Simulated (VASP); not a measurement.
Wanted: the native input for a VASP 6.6.1 run.

* Task: single point
* Functional: r2SCAN
* Potentials or basis: VASP PAW PBE potentials, release 64 (Li_sv, H)
* Cutoff: 520 eV
* k mesh: 6 × 6 × 4
* Occupations: gaussian, width 0.01 eV
* Spin: no spin polarisation
* Dipole correction: no
* Further INCAR settings: ALGO = Normal; EDIFF = 1e-06; NBANDS = 12

LiH:

```xyz
4
Lattice="3.2558 0.0000 0.0000 -1.6279 2.8196 0.0000 0.0000 0.0000 4.0684" Properties=species:S:1:pos:R:3 pbc="T T T"
Li    0.0000    1.8798   -0.2543
Li    1.6279    0.9399    1.7799
H     0.0000    1.8798    1.7800
H     1.6279    0.9399    3.8142
```

One way to write it, as run:

POSCAR

```
LiH
1.0
    3.2558279722      0.0000000000      0.0000000000
   -1.6279139861      2.8196297343      0.0000000000
    0.0000000000      0.0000000000      4.0684430029
Li H
2 2
Direct
    0.3333333333      0.6666666667     -0.0625093485
    0.6666666667      0.3333333333      0.4374906515
    0.3333333333      0.6666666667      0.4375093485
    0.6666666667      0.3333333333      0.9375093485
```

INCAR.step1

```
  PREC = Accurate
  ENCUT = 520
  ISMEAR = 0
  SIGMA = 0.01
  LREAL = F
  LASPH = T
  NELM = 80
  NBANDS = 12
  GGA = PE
  ALGO = Normal
  EDIFF = 1E-4
  LWAVE = T
  LCHARG = F
```

INCAR.step2

```
  PREC = Accurate
  ENCUT = 520
  EDIFF = 1E-6
  ISMEAR = 0
  SIGMA = 0.01
  LREAL = F
  LASPH = T
  NELM = 80
  ALGO = Normal
  ISIF = 2
  LWAVE = F
  LCHARG = F
  METAGGA = R2SCAN
  LMIXTAU = T
  NBANDS = 12
  ISTART = 1
```

KPOINTS

```
Automatic mesh
0
Gamma
  6 6 4
```

Potentials or basis: VASP PAW PBE potentials, release 64 (Li_sv, H).

Command:

```sh
$ cat potpaw_PBE.64/Li_sv/POTCAR potpaw_PBE.64/H/POTCAR > POTCAR
$ cp INCAR.step1 INCAR
$ mpirun -np 1 vasp_std > vasp.out
$ cp INCAR.step2 INCAR
$ mpirun -np 1 vasp_std > vasp.out
```

It gave:

```yaml
Largest_force: 0.034 eV/Å
Band_gap_on_the_k_mesh: 2.30 eV, indirect (least direct gap 3.61 eV)
```

Caveat: the PAW data sets were made with another functional, which shifts forces and pressure a little.

It took 83 s on 1 thread of Intel Xeon 8259CL (shared host), peak memory 0.15 GiB.
